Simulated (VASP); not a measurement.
# H6PtC2 (Fm-3m) in VASP: a series of runs, part 2 of 2

VASP 6.6.1. Earlier steps stand in the parts before.

**3. Relaxation of cell and atoms, PBE**

This run uses another cell than the first one, of 5.56 Å³/atom, 0.989 times its volume.

Input file INCAR:

```
ALGO     = Normal         # electronic algorithm
EDIFF    = 1E-7           # SCF threshold, eV
EDIFFG   = -0.01          # ionic threshold
ENCUT    = 600            # plane-wave cutoff, eV
GGA      = PE             # functional
GGA_COMPAT= False        
IBRION   = 2              # ionic algorithm
ISIF     = 3              # what is computed and relaxed
ISMEAR   = 0              # smearing method
LASPH    = True           # aspherical terms in the spheres
LCHARG   = False          # write CHGCAR
LREAL    = False          # projectors in reciprocal space
LWAVE    = False          # write WAVECAR
NELM     = 120            # most SCF steps
NELMIN   = 4            
NSW      = 100            # ionic steps
PREC     = Accurate       # precision mode
SIGMA    = 0.1            # smearing width, eV
```

Input file KPOINTS:

```
k-points
0
Gamma
  12 12 12
```

Input file POSCAR:

```
H6PtC2
1.0
    0.0000000000      2.9255506230      2.9255506230
    2.9255506230      0.0000000000      2.9255506230
    2.9255506230      2.9255506230      0.0000000000
H Pt C
6 1 2
Direct
    0.6880488381      0.3119511619      0.6880488381
    0.3119511619      0.3119511619      0.6880488381
    0.6880488381      0.6880488381      0.3119511619
    0.3119511619      0.6880488381      0.3119511619
    0.3119511619      0.6880488381      0.6880488381
    0.6880488381      0.3119511619      0.3119511619
    0.0000000000      0.0000000000      0.0000000000
    0.2500000000      0.2500000000      0.2500000000
    0.7500000000      0.7500000000      0.7500000000
```

Potentials or basis: VASP PAW PBE potentials, release 64 (H, Pt, C).

The run is started by

```console
$ cat potpaw_PBE.64/H/POTCAR potpaw_PBE.64/Pt/POTCAR potpaw_PBE.64/C/POTCAR > POTCAR
$ mpirun -np 1 vasp_std > vasp.out
```

OUTCAR:

```text
EDIFF = 1E-7
   EDIFFG = -0.01
   ENCUT = 600
   GGA = PE
   IBRION = 2
   ISIF = 3
   ISMEAR = 0
   LASPH = True
   LREAL = False
   NELM = 120
   NELMIN = 4
   NSW = 100
   PREC = Accurate

 ion  position               nearest neighbor table
   1  0.688  0.312  0.688-   7 1.83
   2  0.312  0.312  0.688-   7 1.83
   3  0.688  0.688  0.312-   7 1.83
   4  0.312  0.688  0.312-   7 1.83
   5  0.312  0.688  0.688-   7 1.83
   6  0.688  0.312  0.312-   7 1.83
   7  0.000  0.000  0.000-   1 1.83   2 1.83   3 1.83   4 1.83   5 1.83   6 1.83   8 2.53   9 2.53
                             9 2.53   9 2.53   9 2.53   8 2.53   8 2.53   8 2.53
   8  0.250  0.250  0.250-   7 2.53   7 2.53   7 2.53   7 2.53
   9  0.750  0.750  0.750-   7 2.53   7 2.53   7 2.53   7 2.53

  LATTYP: Found a face centered cubic cell.
 ALAT       =     5.8511012460

  Lattice vectors:

 A1 = (   0.0000000000,   2.9255506230,   2.9255506230)
 A2 = (   2.9255506230,   0.0000000000,   2.9255506230)
 A3 = (   2.9255506230,   2.9255506230,   0.0000000000)

Analysis of symmetry for initial positions (statically):
[... 33 lines left out ...]
                                     Primitive cell

  volume of cell :      50.0787

  direct lattice vectors                    reciprocal lattice vectors
     0.000000000  2.925550623  2.925550623    -0.170907998  0.170907998  0.170907998
     2.925550623  0.000000000  2.925550623     0.170907998 -0.170907998  0.170907998
     2.925550623  2.925550623  0.000000000     0.170907998  0.170907998 -0.170907998

  length of vectors
     4.137353368  4.137353368  4.137353368     0.296021336  0.296021336  0.296021336

  position of ions in fractional coordinates (direct lattice)
     0.688048838  0.311951162  0.688048838
     0.311951162  0.311951162  0.688048838
     0.688048838  0.688048838  0.311951162
     0.311951162  0.688048838  0.311951162
     0.311951162  0.688048838  0.688048838
     0.688048838  0.311951162  0.311951162
     0.000000000  0.000000000  0.000000000
     0.250000000  0.250000000  0.250000000
     0.750000000  0.750000000  0.750000000

  ion indices of the primitive-cell ions
   primitive index   ion index
                 1           1
                 2           2
                 3           3
                 4           4
                 5           5
                 6           6
                 7           7
                 8           8
                 9           9

----------------------------------------------------------------------------------------

 KPOINTS: k-points

Automatic generation of k-mesh.
 Grid dimensions read from file:
 generate k-points for:   12   12   12

 Generating k-lattice:

  Cartesian coordinates                     Fractional coordinates (reciprocal lattice)
    -0.014242333  0.014242333  0.014242333     0.083333333  0.000000000  0.000000000
     0.014242333 -0.014242333  0.014242333     0.000000000  0.083333333  0.000000000
     0.014242333  0.014242333 -0.014242333     0.000000000  0.000000000  0.083333333

  Length of vectors
     0.024668445  0.024668445  0.024668445

  Shift w.r.t. Gamma in fractional coordinates (k-lattice)
     0.000000000  0.000000000  0.000000000

 Subroutine IBZKPT returns following result:
 ===========================================

 Found     72 irreducible k-points:

 Following reciprocal coordinates:
            Coordinates               Weight
  0.000000  0.000000  0.000000      1.000000
  0.083333  0.000000  0.000000      8.000000
  0.166667  0.000000  0.000000      8.000000
  0.250000  0.000000  0.000000      8.000000
  0.333333  0.000000  0.000000      8.000000
  0.416667  0.000000  0.000000      8.000000
[... 16 lines left out ...]
  0.500000  0.166667  0.000000     24.000000
 -0.416667  0.166667  0.000000     24.000000
 [... further k-points ...]
   k-points           NKPTS =     72   k-points in BZ     NKDIM =     72   number of bands    NBANDS=     17
   number of dos      NEDOS =    301   number of ions     NIONS =      9
   total plane-waves  NPLWV =  46656
   dimension x,y,z NGX =    36 NGY =   36 NGZ =   36
   dimension x,y,z NGXF=    72 NGYF=   72 NGZF=   72
   ions per type =               6   1   2
   NGX,Y,Z   is equivalent  to a cutoff of  14.47, 14.47, 14.47 a.u.
   NGXF,Y,Z  is equivalent  to a cutoff of  28.93, 28.93, 28.93 a.u.
 SYSTEM =  unknown system
   PREC   = accura    normal or accurate (medium, high low for compatibility)
   ISTART =      0    job   : 0-new  1-cont  2-samecut
   ICHARG =      2    charge: 1-file 2-atom 10-const
   ISPIN  =      1    spin polarized calculation?
   LNONCOLLINEAR =      F non collinear calculations
   LSORBIT =      F    spin-orbit coupling
   LASPH  =      T    aspherical Exc in radial PAW
   ENCUT  =  600.0 eV  44.10 Ry    6.64 a.u.   8.26  8.26  8.26*2*pi/ulx,y,z
   NELM   =    120;   NELMIN=  4; NELMDL= -5     # of ELM steps
   EDIFF  = 0.1E-06   stopping-criterion for ELM
   LREAL  =      F    real-space projection
   EDIFFG = -.1E-01   stopping-criterion for IOM
   NSW    =    100    number of steps for IOM
   IBRION =      2    ionic relax: 0-MD 1-quasi-New 2-CG
   NFREE  =      1    steps in history (QN), initial steepest desc. (CG)
   ISIF   =      3    stress and relaxation
   ISYM   =      2    0-nonsym 1-usesym 2-fastsym
   POTIM  = 0.5000    time-step for ionic-motion
   TEBEG  =    0.0;   TEEND  =   0.0 temperature during run
   PSTRESS=    0.0 pullay stress
   NELECT =      24.0000    total number of electrons
   NUPDOWN=      -1.0000    fix difference up-down
   EMIN   =  10.00;   EMAX   =-10.00  energy-range for DOS
   EFERMI =   0.00;   METHOD = LEGACY
   ISMEAR =     0;   SIGMA  =   0.10  broadening in eV -4-tet -1-fermi 0-gaus
   EFERMI_NEDOS =   21; number of points for ismear=-14 and -15
   IALGO  =     38    algorithm
   IMIX   =      4    mixing-type and parameters
     AMIX     =   0.40;   BMIX     =  1.00
     AMIX_MAG =   1.60;   BMIX_MAG =  1.00
  volume/ion in A,a.u.               =       5.56        37.55
  Fermi-wavevector in a.u.,A,eV,Ry     =   1.281133  2.420991 22.331274  1.641302
  Thomas-Fermi vector in A             =   2.413521
   LORBIT       =      0    0 simple, 1 ext, 2 COOP (PROOUT), +10 PAW based schemes
   GGA     = PE    functional components
   LHFCALC =     F    Hartree Fock is set to
   AEXX    =    0.0000 exact exchange contribution
   IVDW    =     0    specifies the selected vdW correction
   LEPSILON=     F    determine dielectric tensor
   LRPA    =     F    only Hartree local field effects (RPA)
 conjugate gradient relaxation of ions
 non-spin polarized calculation
 Gauss-broadening in eV      SIGMA  =   0.10
  energy-cutoff  :      600.00
  volume of cell :       50.08
 maximum number of plane-waves:      1700
 NGX is ok and might be reduce to    36
   NGX = 17   NGY = 17   NGZ = 17

--------------------------------------- Ionic step        1  -------------------------------------------

 number of electron      23.9999998 magnetization

 Free energy of the ion-electron system (eV)
  ---------------------------------------------------
  ext. energy  EPLUGINS =         0.00000000
  ---------------------------------------------------
  free energy    TOTEN  =       -30.17013758 eV

  energy without entropy =      -30.15463667  energy(sigma->0) =      -30.16238713

------------------------ aborting loop because EDIFF is reached ----------------------------------------

  FORCE on cell =-STRESS in cart. coord.  units (eV):
  Direction    XX          YY          ZZ          XY          YZ          ZX
  --------------------------------------------------------------------------------------
  -------------------------------------------------------------------------------------
  Total        0.1076407      0.1076407      0.1076407      0.0000000      0.0000000      0.0000000
  in kB        3.4437696      3.4437696      3.4437696      0.0000000      0.0000000      0.0000000
  external PRESSURE =       3.4437696 kB  Pullay stress =       0.0000000 kB
[... 200 lines left out ...]
  energy  without entropy=      -30.1560398919  energy(sigma->0) =      -30.16403837

--------------------------------------- Ionic step        6  -------------------------------------------

 number of electron      23.9999999 magnetization

 Free energy of the ion-electron system (eV)
  ---------------------------------------------------
  ext. energy  EPLUGINS =         0.00000000
  ---------------------------------------------------
  free energy    TOTEN  =       -30.17228514 eV

  energy without entropy =      -30.15614396  energy(sigma->0) =      -30.16421455

 E-fermi :   6.7202     XC(G=0): -11.9904

 val. band max:        6.7134081464   @ k =  -0.2500   0.1667   0.0000
 cond. band min:       6.7333823452   @ k =  -0.4167   0.1667   0.0833
 fundamental gap:      0.0199741988
 Fermi energy:         6.7201713088

 k-point     1 :       0.0000    0.0000    0.0000
  band No.  band energies     occupation
      1      -8.8852      2.00000
      2      -1.6755      2.00000
      3       0.1364      2.00000
      4       0.1364      2.00000
      5       0.1364      2.00000
      6       0.3341      2.00000
[... 9 lines left out ...]
     16       7.3581      0.00000
     17       7.3581      0.00000
[... 443 lines left out ...]
      1      -6.0409      2.00000
      2      -5.4429      2.00000
      3      -2.5811      2.00000
      4      -1.0132      2.00000
      5      -0.0561      2.00000
      6       0.9771      2.00000
[... 9 lines left out ...]
     16       9.5805      0.00000
     17       9.8752      0.00000

 [... further k-points ...]

------------------------ aborting loop because EDIFF is reached ----------------------------------------

  FORCE on cell =-STRESS in cart. coord.  units (eV):
  Direction    XX          YY          ZZ          XY          YZ          ZX
  --------------------------------------------------------------------------------------
  -------------------------------------------------------------------------------------
  Total        0.0518526      0.0518526      0.0518526     -0.0000000      0.0000000     -0.0000000
  in kB        1.6448459      1.6448459      1.6448459     -0.0000000      0.0000000     -0.0000000
  external PRESSURE =       1.6448459 kB  Pullay stress =       0.0000000 kB
[... 24 lines left out ...]
  FREE ENERGIE OF THE ION-ELECTRON SYSTEM (eV)
  ---------------------------------------------------
  free  energy   TOTEN  =       -30.1722851427 eV

  energy  without entropy=      -30.1561439611  energy(sigma->0) =      -30.16421455

 reached required accuracy - stopping structural energy minimisation
```

It took 4.8 min on 1 thread of Intel Xeon Platinum 8375C at 2.90GHz (Ice Lake), shared host; peak memory 0.26 GiB.

Results:

```yaml
Free_energy: -30.1723 eV
Relaxed_volume: 5.61 Å³/atom
Relaxed_cell: a = 4.149 Å, b = 4.149 Å, c = 4.149 Å, α = 60.00°, β = 60.00°, γ = 60.00°
Space_group_after_relaxing_to_0.05_Å: Fm-3m (No. 225)
Energy_gained_by_relaxing: 0.2 meV/atom
Ionic_steps: 6
Pressure_after_relaxing: 0.2 GPa
Largest_force_after_relaxing: 0.008 eV/Å
Band_gap_on_the_k_mesh: zero (band 12 reaches 7.43 eV, above the bottom of band 13 at 5.71 eV)
```

Forces in eV/Å, atoms in the order of the input:
```
H    0.000 -0.008  0.000
H    0.000  0.000  0.008
H    0.000  0.000 -0.008
H    0.000  0.008  0.000
H   -0.008  0.000  0.000
H    0.008  0.000  0.000
Pt   0.000  0.000  0.000
C    0.000  0.000  0.000
C    0.000  0.000  0.000
```

Step by step:
| step | energy change (eV) | largest force (eV/Å) | pressure (GPa) | volume (Å³) |
| --- | --- | --- | --- | --- |
| 1 | 0.0000 | 0.0403 | 0.34 | 50.08 |
| 2 | -0.0006 | 0.0364 | 0.21 | 50.17 |
| 3 | -0.0017 | 0.0261 | -0.20 | 50.43 |
| 4 | -0.0011 | 0.0108 | -0.92 | 50.95 |
| 5 | -0.0019 | 0.0199 | -0.45 | 50.61 |
| 6 | -0.0021 | 0.0077 | 0.16 | 50.51 |

Final structure:
```
CELL_PARAMETERS angstrom
0.00000 2.93388 2.93388
2.93388 0.00000 2.93388
2.93388 2.93388 0.00000
ATOMIC_POSITIONS crystal
H 0.69077 0.30923 0.69077
H 0.30923 0.30923 0.69077
H 0.69077 0.69077 0.30923
H 0.30923 0.69077 0.30923
H 0.30923 0.69077 0.69077
H 0.69077 0.30923 0.30923
Pt 0.00000 0.00000 0.00000
C 0.25000 0.25000 0.25000
C 0.75000 0.75000 0.75000
```

Caveat: spin-orbit coupling is left out, which moves the levels of the heavy elements.
